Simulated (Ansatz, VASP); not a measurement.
**Y4I: VASP beside Ansatz**

```
Y I
1.0
     5.81860    0.00000    0.00000
     0.00000    5.81860    0.00000
     0.00000    0.00000    5.81860
Y I
4 1
Direct
  0.28860 0.28860 0.28860
  0.71140 0.71140 0.28860
  0.28860 0.71140 0.71140
  0.71140 0.28860 0.71140
  0.00000 0.00000 0.00000
```

Change from the starting cell: species swapped into the SnI4 type (P-43m, No. 215).

Alike in both runs: functional PBE; k mesh 4 × 4 × 4; occupations gaussian, width 0.1 eV; no spin polarisation.

Ansatz relaxed the structure, and its values are those at the end. VASP's run is a single point on that final structure, the one shown.

|  | VASP | Ansatz |
| --- | --- | --- |
| version | VASP 6.6.1 | Ansatz 0.2.0 |
| potentials or method | VASP PAW PBE potentials, release 64 (Y_sv, I), cutoff 520 eV | scalar-relativistic, plane waves, PAW |
| valence electrons in the cell | 51 | 61 |

```csv
,VASP,Ansatz,Ansatz less VASP
gap on the k mesh at the Fermi level (eV),none,none,-
pressure (GPa),0.2,0.2,+0.05
rms of the force components (eV/Å),0.002,0.004,+0.0014
```

A gap of «none» marks a metal or a gap that the smearing closes. VASP's potentials hold 51 valence electrons a cell and Ansatz's 61, so a difference there can come from the potentials and not from the codes.

Neither program's run includes spin-orbit coupling.
